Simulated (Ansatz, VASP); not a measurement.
## Two plane-wave programs on CsPbBr3

Contents of POSCAR:

```
CsPbBr3
1.0
    5.9429615618      0.0000000000      0.0000000000
    0.0000000000      5.9429615618      0.0000000000
    0.0000000000      0.0000000000      5.9429615618
Cs Pb Br
1 1 3
Direct
    0.0000000000      0.0000000000      0.0000000000
    0.5000000000      0.5000000000      0.5000000000
    0.5000000000      0.5000000000      0.0000000000
    0.5000000000      0.0000000000      0.5000000000
    0.0000000000      0.5000000000      0.5000000000
```

Contents of INCAR.step1:

```
PREC = Accurate
ENCUT = 520
ISMEAR = 0
SIGMA = 0.01
LREAL = F
LASPH = T
NELM = 80
NBANDS = 30
GGA = PE
ALGO = Normal
EDIFF = 1E-4
LWAVE = T
LCHARG = F
```

The input INCAR.step2:

```
PREC = Accurate
ENCUT = 520
EDIFF = 1E-6
ISMEAR = 0
SIGMA = 0.01
LREAL = F
LASPH = T
NELM = 80
ALGO = Normal
ISIF = 2
LWAVE = F
LCHARG = F
METAGGA = R2SCAN
LMIXTAU = T
NBANDS = 30
ISTART = 1
```

Contents of KPOINTS:

```
Automatic mesh
0
Gamma
  4 4 4
```

Input for Ansatz:

```yaml
crystal:
  lattice:
    - [5.9429615618, 0.0, 0.0]
    - [0.0, 5.9429615618, 0.0]
    - [0.0, 0.0, 5.9429615618]
  atoms:
    - { symbol: Cs, position: [0.0, 0.0, 0.0] }
    - { symbol: Pb, position: [0.5, 0.5, 0.5] }
    - { symbol: Br, position: [0.5, 0.5, 0.0] }
    - { symbol: Br, position: [0.5, 0.0, 0.5] }
    - { symbol: Br, position: [0.0, 0.5, 0.5] }
kpoints:
  mp_grid: { grid: [4, 4, 4] }
hamiltonian:
  xc: r2scan
scf:
  occupations: { method: fixed }
  n_extra_bands: 5
output:
  forces: true
  stress: true
  eigenvalues: true
```

Alike in both runs: task single point; functional r2SCAN; k mesh 4 × 4 × 4; no spin polarisation.

|  | VASP | Ansatz |
| --- | --- | --- |
| version | VASP 6.6.1 | Ansatz 0.2.0 |
| potentials or method | VASP PAW PBE potentials, release 64 (Cs_sv, Pb_d, Br) | plane waves, PAW |
| plane-wave cutoff (eV) | 520 | 500 |
| occupations | gaussian, width 0.01 eV | fixed |
| valence electrons in the cell | 44 | 44 |

```csv
,VASP,Ansatz,Ansatz less VASP
gap on the k mesh at the Fermi level (eV),2.06,2.04,-0.012
pressure (GPa),0.0,0.0,0.00
```

VASP's potentials were made for PBE, not for r2SCAN.

Spin-orbit coupling is off throughout.
